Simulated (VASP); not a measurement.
The system is Se.

```
Se
1.0
     5.68100    3.27993    1.47633
    -5.68100    3.27993    1.47633
     0.00000   -6.55985    1.47633
Se
6
Direct
  0.28066 0.16251 0.91818
  0.91818 0.28066 0.16251
  0.16251 0.91818 0.28066
  0.71934 0.83749 0.08182
  0.08182 0.71934 0.83749
  0.83749 0.08182 0.71934
```

| Item | Value |
| --- | --- |
| Program | VASP 6.6.1 |
| Task | relaxation of cell and atoms |
| Functional | PBE |
| Potentials or basis | VASP PAW PBE potentials, release 64 (Se) |
| Cutoff | 600 eV |
| k mesh | 4 × 4 × 4 |
| Occupations | fermi-dirac, width 0.05 eV |
| Spin | no spin polarisation |

At the start: pressure 2.8 GPa; volume 27.51 Å³/atom.

**Question.** How do energy, volume and symmetry change on relaxing?

**Answer.** Over 22 steps the energy falls by 33.1 meV/atom and the volume is 32.91 Å³/atom (+19.6 %); space group R-3 (No. 148, to 0.1 Å) before and after.

Step by step:
```csv
step,energy change (eV),largest force (eV/Å),pressure (GPa),volume (Å³)
1,0.0000,0.5072,2.82,165.05
2,-0.0043,0.5788,-2.06,176.89
3,-0.0672,0.1309,0.14,170.85
4,-0.0776,0.1245,0.12,171.94
5,-0.1047,0.1044,0.08,175.19
6,-0.1427,0.0746,0.11,181.63
7,-0.1717,0.1690,0.46,194.24
8,-0.1700,0.1717,-0.76,200.22
9,-0.1767,0.0483,-0.13,196.98
10,-0.1785,0.0460,-0.13,197.14
11,-0.1836,0.0404,-0.15,197.60
12,-0.1908,0.0342,-0.15,198.43
13,-0.1927,0.0551,-0.06,199.72
14,-0.1942,0.0383,-0.09,199.22
15,-0.1895,0.1791,0.67,196.64
16,-0.1946,0.0477,0.08,198.62
17,-0.1960,0.0341,0.05,198.40
18,-0.1969,0.0386,0.00,198.02
19,-0.1981,0.0238,-0.05,197.88
20,-0.1985,0.0187,-0.09,197.76
21,-0.1966,0.1037,0.36,196.13
22,-0.1986,0.0057,0.00,197.44
```

Final structure:
```cif
data_structure
_symmetry_space_group_name_H-M 'P 1'
_symmetry_Int_Tables_number 1
_cell_length_a 6.6573
_cell_length_b 6.6573
_cell_length_c 6.6573
_cell_angle_alpha 112.515
_cell_angle_beta 112.515
_cell_angle_gamma 112.515
_cell_volume 197.44
loop_
_atom_site_label
_atom_site_type_symbol
_atom_site_fract_x
_atom_site_fract_y
_atom_site_fract_z
_atom_site_occupancy
Se1 Se 0.26651 0.13848 0.88667 1
Se2 Se 0.88667 0.26651 0.13848 1
Se3 Se 0.13848 0.88667 0.26651 1
Se4 Se 0.73349 0.86152 0.11333 1
Se5 Se 0.11333 0.73349 0.86152 1
Se6 Se 0.86152 0.11333 0.73349 1
```

Caveat: the volume moved by over 15 % at a fixed basis, so the end points are rough; this functional lacks dispersion, which holds the molecules together, so the pressure and a relaxed volume are unreliable.
